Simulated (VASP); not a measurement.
# Be2CdO3 (Cmc2_1) in VASP: notebook

Be2CdO3 is run at these levels: PBE; tasks: single point.

Program: VASP 6.6.1. These are calculated values, not measurements. Logs are shortened: lines on timing, memory, paths and dates and some standing lists are left out, and cuts for length are marked.

## 1. The cell of the first run

Symmetry: Cmc2_1, No. 36, orthorhombic system. Conventional cell: a = 9.107 Å, b = 5.195 Å, c = 4.730 Å, α = 90.00°, β = 90.00°, γ = 90.00°. Within 2.2 Å of Be (site symmetry 1) lie 4 O at 1.66 to 1.72 Å. Cd (site symmetry m) has 10 O at 2.23 to 3.18 Å and 10 Be at 2.92 to 3.22 Å and 2 Cd at 3.07 Å within 3.3 Å. O (site symmetry 1) has 3 Be at 1.66 to 1.68 Å and 1 Cd at 2.23 Å within 2.3 Å. Within 2.4 Å of O (site symmetry m) lie 2 Be at 1.72 Å and 2 Cd at 2.27 to 2.30 Å.

## 2. Single point, PBE

The input, INCAR:

```
ALGO     = Normal         # electronic algorithm
EDIFF    = 1E-6           # SCF threshold, eV
ENCUT    = 520            # plane-wave cutoff, eV
GGA      = PE             # functional
ISIF     = 2              # what is computed and relaxed
ISMEAR   = 0              # smearing method
LASPH    = True           # aspherical terms in the spheres
LCHARG   = True           # write CHGCAR
LELF     = True           # ELF
LREAL    = False          # projectors in reciprocal space
LVHAR    = True         
LWAVE    = False          # write WAVECAR
NBANDS   = 46             # bands
NELM     = 80             # most SCF steps
PREC     = Accurate       # precision mode
SIGMA    = 0.15           # smearing width, eV
```

The input, KPOINTS:

```
k-points
0
Gamma
  3 3 3
```

The input, POSCAR:

```
Be2CdO3
1.0
    4.5534455419     -2.5972506267      0.0000000000
    4.5534455419      2.5972506267      0.0000000000
    0.0000000000      0.0000000000      4.7295429062
Be Cd O
4 2 6
Direct
    0.4747136478      0.1656475074     -0.0035392085
    0.1656475074      0.4747136478      0.4964607915
    0.5252863522      0.8343524926      0.4964607915
    0.8343524926      0.5252863522     -0.0035392085
    0.1891638711      0.8108361289      0.0132517495
    0.8108361289      0.1891638711      0.5132517495
    0.1591931195      0.4193999895      0.1473237829
    0.5806000105      0.8408068805      0.1473237829
    0.7467621745      0.2532378255      0.0394791019
    0.4193999895      0.1591931195      0.6473237829
    0.8408068805      0.5806000105      0.6473237829
    0.2532378255      0.7467621745      0.5394791019
```

Potentials or basis: VASP PAW PBE potentials, release 64 (Be, Cd, O).

Command:

```console
$ cat potpaw_PBE.64/Be/POTCAR potpaw_PBE.64/Cd/POTCAR potpaw_PBE.64/O/POTCAR > POTCAR
$ mpirun -np 1 vasp_std > vasp.out
```

OUTCAR:

```text
EDIFF = 1E-6
   ENCUT = 520
   GGA = PE
   ISIF = 2
   ISMEAR = 0
   LASPH = True
   LREAL = False
   NELM = 80
   PREC = Accurate

 ion  position               nearest neighbor table
   1  0.475  0.166  0.996-   8 1.66   7 1.67  10 1.68   9 1.72   5 2.92   5 2.92   6 2.93   6 3.05

   2  0.166  0.475  0.496-  11 1.66  10 1.67   7 1.68  12 1.72   6 2.92   6 2.92   5 2.93   5 3.05

   3  0.525  0.834  0.496-  10 1.66  11 1.67   8 1.68  12 1.72   6 2.92   6 2.92   5 2.93   5 3.05

   4  0.834  0.525  0.996-   7 1.66   8 1.67  11 1.68   9 1.72   5 2.92   5 2.92   6 2.93   6 3.05

   5  0.189  0.811  0.013-   7 2.23   8 2.23  12 2.27   9 2.30  12 2.51   4 2.92   1 2.92   4 2.92
                             1 2.92   2 2.93   3 2.93   3 3.05   2 3.05   6 3.07   6 3.07
   6  0.811  0.189  0.513-  10 2.23  11 2.23   9 2.27  12 2.30   9 2.51   3 2.92   2 2.92   3 2.92
                             2 2.92   4 2.93   1 2.93   4 3.05   1 3.05   5 3.07   5 3.07
   7  0.159  0.419  0.147-   4 1.66   1 1.67   2 1.68   5 2.23
   8  0.581  0.841  0.147-   1 1.66   4 1.67   3 1.68   5 2.23
   9  0.747  0.253  0.039-   1 1.72   4 1.72   6 2.27   5 2.30   6 2.51
  10  0.419  0.159  0.647-   3 1.66   2 1.67   1 1.68   6 2.23
  11  0.841  0.581  0.647-   2 1.66   3 1.67   4 1.68   6 2.23
  12  0.253  0.747  0.539-   2 1.72   3 1.72   5 2.27   6 2.30   5 2.51

  LATTYP: Found a base centered orthorhombic cell.
 ALAT       =     5.1945012534
 B/A-ratio  =     1.7531791099
 C/A-ratio  =     0.9104902811

  Lattice vectors:

 A1 = (  -4.5534455419,  -2.5972506267,   0.0000000000)
 A2 = (   4.5534455419,  -2.5972506267,   0.0000000000)
 A3 = (   0.0000000000,   0.0000000000,   4.7295429062)

Analysis of symmetry for initial positions (statically):
=====================================================================
 Subroutine PRICEL returns:
 Original cell was already a primitive cell.

 Routine SETGRP: Setting up the symmetry group for a
 base centered orthorhombic supercell.

 Subroutine GETGRP returns: Found  4 space group operations
 (whereof  2 operations were pure point group operations)
 out of a pool of  8 trial point group operations.

The static configuration has the point symmetry C_1h.
 The point group associated with its full space group is C_2v.

Analysis of symmetry for dynamics (positions and initial velocities):
[... 124 lines left out ...]
   TEBEG  =    0.0;   TEEND  =   0.0 temperature during run
   PSTRESS=    0.0 pullay stress
   NELECT =      68.0000    total number of electrons
   NUPDOWN=      -1.0000    fix difference up-down
   EMIN   =  10.00;   EMAX   =-10.00  energy-range for DOS
   EFERMI =   0.00;   METHOD = LEGACY
   ISMEAR =     0;   SIGMA  =   0.15  broadening in eV -4-tet -1-fermi 0-gaus
   EFERMI_NEDOS =   21; number of points for ismear=-14 and -15
   IALGO  =     38    algorithm
   IMIX   =      4    mixing-type and parameters
     AMIX     =   0.40;   BMIX     =  1.00
     AMIX_MAG =   1.60;   BMIX_MAG =  1.00
  volume/ion in A,a.u.               =       9.32        62.91
  Fermi-wavevector in a.u.,A,eV,Ry     =   1.386788  2.620649 26.166466  1.923181
  Thomas-Fermi vector in A             =   2.511071
   LORBIT       =      0    0 simple, 1 ext, 2 COOP (PROOUT), +10 PAW based schemes
   GGA     = PE    functional components
   LHFCALC =     F    Hartree Fock is set to
   AEXX    =    0.0000 exact exchange contribution
   IVDW    =     0    specifies the selected vdW correction
   LEPSILON=     F    determine dielectric tensor
   LRPA    =     F    only Hartree local field effects (RPA)
 non-spin polarized calculation
 Gauss-broadening in eV      SIGMA  =   0.15
  energy-cutoff  :      520.00
  volume of cell :      111.87
 maximum number of plane-waves:      3030
   NGX = 19   NGY = 19   NGZ = 17

 number of electron      68.0000004 magnetization

 Free energy of the ion-electron system (eV)
  ---------------------------------------------------
  ext. energy  EPLUGINS =         0.00000000
  ---------------------------------------------------
  free energy    TOTEN  =       -71.71103572 eV

  energy without entropy =      -71.71103572  energy(sigma->0) =      -71.71103572

 E-fermi :   3.1311     XC(G=0): -11.2269

 val. band max:        2.3618372125   @ k =   0.3333   0.0000   0.3333
 cond. band min:       4.5343913483   @ k =   0.0000   0.0000   0.0000
 fundamental gap:      2.1725541358
 Fermi energy:         3.1310536265

 k-point     1 :       0.0000    0.0000    0.0000
  band No.  band energies     occupation
      1     -15.5790      2.00000
      2     -14.3160      2.00000
      3     -14.1398      2.00000
      4     -14.0640      2.00000
      5     -14.0583      2.00000
      6     -14.0306      2.00000
[... 381 lines left out ...]
     45      14.6878      0.00000
     46      15.2573      0.00000

------------------------ aborting loop because EDIFF is reached ----------------------------------------

  FORCE on cell =-STRESS in cart. coord.  units (eV):
  Direction    XX          YY          ZZ          XY          YZ          ZX
  --------------------------------------------------------------------------------------
  -------------------------------------------------------------------------------------
  Total        0.3817712      0.2181967      0.3889600      0.0000000      0.0000000      0.0000000
  in kB        5.4677745      3.1250399      5.5707330      0.0000000      0.0000000      0.0000000
  external PRESSURE =       4.7211825 kB  Pullay stress =       0.0000000 kB

 VOLUME and BASIS-vectors are now :
 -----------------------------------------------------------------------------
  energy-cutoff  :      520.00
  volume of cell :      111.87
      direct lattice vectors                 reciprocal lattice vectors
     4.553445542 -2.597250627  0.000000000     0.109806957 -0.192511264  0.000000000
     4.553445542  2.597250627  0.000000000     0.109806957  0.192511264  0.000000000
     0.000000000  0.000000000  4.729542906     0.000000000  0.000000000  0.211436923

 POSITION                                       TOTAL-FORCE (eV/Angst)
 -----------------------------------------------------------------------------------
      2.91585     -0.80272      4.71280        -0.000219     -0.005342      0.001223
      2.91585      0.80272      2.34803        -0.000219      0.005342      0.001223
      6.19104      0.80272      2.34803         0.000219      0.005342      0.001223
      6.19104     -0.80272      4.71280         0.000219     -0.005342      0.001223
      4.55345      1.61464      0.06267         0.000000      0.042002     -0.025598
      4.55345     -1.61464      2.42745         0.000000     -0.042002     -0.025598
      2.63459      0.67582      0.69677        -0.073945     -0.028624      0.019342
      6.47230      0.67582      0.69677         0.073945     -0.028624      0.019342
      4.55345     -1.28181      0.18672         0.000000      0.037621     -0.015534
      2.63459     -0.67582      3.06155        -0.073945      0.028624      0.019342
      6.47230     -0.67582      3.06155         0.073945      0.028624      0.019342
      4.55345      1.28181      2.55149         0.000000     -0.037621     -0.015534
 -----------------------------------------------------------------------------------
    total drift:                                0.000000     -0.000000     -0.000836

  FREE ENERGIE OF THE ION-ELECTRON SYSTEM (eV)
  ---------------------------------------------------
  free  energy   TOTEN  =       -71.7110357214 eV

  energy  without entropy=      -71.7110357214  energy(sigma->0) =      -71.71103572
```

OSZICAR:

```text
N       E                     dE             d eps       ncg     rms          rms(c)
DAV:   1     0.502435260631E+03    0.50244E+03   -0.36402E+04   736   0.147E+03
DAV:   2    -0.438342296715E+02   -0.54627E+03   -0.52139E+03   800   0.381E+02
DAV:   3    -0.818727111239E+02   -0.38038E+02   -0.37733E+02   904   0.111E+02
DAV:   4    -0.823443523358E+02   -0.47164E+00   -0.47078E+00   880   0.139E+01
DAV:   5    -0.823495390060E+02   -0.51867E-02   -0.51850E-02   904   0.136E+00    0.194E+01
DAV:   6    -0.719786177700E+02    0.10371E+02   -0.31447E+01  1056   0.553E+01    0.123E+01
DAV:   7    -0.719195987435E+02    0.59019E-01   -0.46117E+00   880   0.130E+01    0.833E+00
DAV:   8    -0.717430441747E+02    0.17655E+00   -0.10547E+00   884   0.561E+00    0.153E+00
DAV:   9    -0.717093917003E+02    0.33652E-01   -0.16925E-01   904   0.272E+00    0.379E-01
DAV:  10    -0.717109506588E+02   -0.15590E-02   -0.37682E-02   866   0.134E+00    0.404E-01
DAV:  11    -0.717108084944E+02    0.14216E-03   -0.92408E-04   832   0.215E-01    0.300E-01
DAV:  12    -0.717110784016E+02   -0.26991E-03   -0.25004E-03   856   0.291E-01    0.124E-01
DAV:  13    -0.717110382919E+02    0.40110E-04   -0.20403E-04   858   0.936E-02    0.425E-02
DAV:  14    -0.717110371580E+02    0.11338E-05   -0.85693E-05   856   0.553E-02    0.188E-02
DAV:  15    -0.717110360545E+02    0.11035E-05   -0.62543E-06   810   0.157E-02    0.667E-03
DAV:  16    -0.717110357214E+02    0.33310E-06   -0.21115E-06   648   0.773E-03
   1 F= -.71711036E+02 E0= -.71711036E+02  d E =-.961703E-13
```

Run time: 40 s. Hardware: 1 thread of Intel Xeon Platinum 8488C (Sapphire Rapids), shared host; peak memory 0.23 GiB.

What came out:

* Free energy: -71.7110 eV
* Pressure: 0.5 GPa
* Largest force: 0.082 eV/Å
* Band gap on the k mesh: 2.17 eV (least direct gap 2.44 eV)

Forces in eV/Å, atoms in the order of the input:
```
Be   0.000 -0.005  0.001
Be   0.000  0.005  0.001
Be   0.000  0.005  0.001
Be   0.000 -0.005  0.001
Cd   0.000  0.042 -0.026
Cd   0.000 -0.042 -0.026
O   -0.074 -0.029  0.019
O    0.074 -0.029  0.019
O    0.000  0.038 -0.016
O   -0.074  0.029  0.019
O    0.074  0.029  0.019
O    0.000 -0.038 -0.016
```

Stress tensor (GPa, compression positive):
```
0.55 0.00 0.00
0.00 0.31 0.00
0.00 0.00 0.56
```

Caveat: the k points lie up to 0.46 Å⁻¹ apart.

## 3. Single point, PBE

This run uses another cell than the first one, of 9.30 Å³/atom.

The input, INCAR:

```
  PREC = Accurate
  ENCUT = 520
  EDIFF = 1E-6
  ISMEAR = 0
  SIGMA = 0.1
  LREAL = False
  LASPH = True
  NELM = 80
  ALGO = Normal
  ISIF = 2
  LWAVE = False
  LCHARG = False
  GGA = PE
  NBANDS = 46
```

The input, KPOINTS:

```
regular mesh
0
Gamma
  4 4 4
```

The input, POSCAR:

```
Be2CdO3
1.0
    0.0000000000      0.0000000000     -4.7271711117
    0.0000000000      5.1898412540      0.0000000000
    4.5469145123     -2.5949206270      0.0000000000
Be Cd O
4 2 6
Direct
    0.5035721394      0.1655757361      0.6403277177
    0.0035721394      0.4747519816      0.6403277177
    0.0035721394      0.8344242639      0.3596722823
    0.5035721394      0.5252480184      0.3596722823
    0.4870447464      0.8111950360      1.0000000000
    0.9870447464      0.1888049640      1.0000000000
    0.3525851844      0.4191277310      0.5783309983
    0.3525851844      0.8407967327      0.4216690017
    0.4603406057      0.2530869350      1.0000000000
    0.8525851844      0.1592032673      0.5783309983
    0.8525851844      0.5808722690      0.4216690017
    0.9603406057      0.7469130650      1.0000000000
```

Potentials or basis: VASP PAW PBE potentials, release 64 (Be, Cd, O).

Command:

```console
$ cat potpaw_PBE.64/Be/POTCAR potpaw_PBE.64/Cd/POTCAR potpaw_PBE.64/O/POTCAR > POTCAR
$ mpirun -np 1 vasp_std > vasp.out
```

Run time: 83 s. Hardware: 1 thread of Intel Xeon Platinum 8488C (Sapphire Rapids), shared host; peak memory 0.27 GiB.

The run converged. Its results:

* Free energy: -71.7125 eV
* Pressure: 0.9 GPa
* Largest force: 0.072 eV/Å
* Band gap on the k mesh: 1.99 eV (least direct gap 2.45 eV)

Forces on the atoms (eV/Å):
```
Be   0.005 -0.003  0.003
Be   0.005  0.003  0.003
Be  -0.005  0.003  0.003
Be  -0.005 -0.003  0.003
Cd   0.000  0.024 -0.015
Cd   0.000 -0.024 -0.015
O   -0.062 -0.029  0.020
O    0.062 -0.029  0.020
O    0.000  0.053 -0.031
O   -0.062  0.029  0.020
O    0.062  0.029  0.020
O    0.000 -0.053 -0.031
```

Stress tensor (GPa, compression positive):
```
0.99 0.00 0.00
0.00 0.82 0.00
0.00 0.00 0.97
```

Levels at points of the mesh, in eV from the valence-band top:
| k point | band 32 | band 33 | band 34 | band 35 | band 36 | band 37 |
| --- | --- | --- | --- | --- | --- | --- |
| (0.00, 0.00, 0.00) | -0.52 | -0.52 | -0.46 | 1.99 | 5.57 | 8.92 |
| (0.50, 0.00, 0.00) | -0.81 | -0.11 | -0.11 | 4.57 | 4.57 | 8.68 |
| (0.00, 0.50, 0.00) | -1.08 | -0.67 | -0.28 | 4.28 | 5.20 | 8.32 |
| (0.50, 0.50, 0.00) | -0.65 | -0.15 | -0.15 | 5.36 | 5.36 | 7.16 |
| (0.00, 0.00, 0.50) | -1.16 | -0.36 | -0.35 | 4.16 | 5.30 | 6.57 |
| (0.50, 0.00, 0.50) | -0.74 | -0.33 | -0.33 | 5.46 | 5.46 | 7.53 |
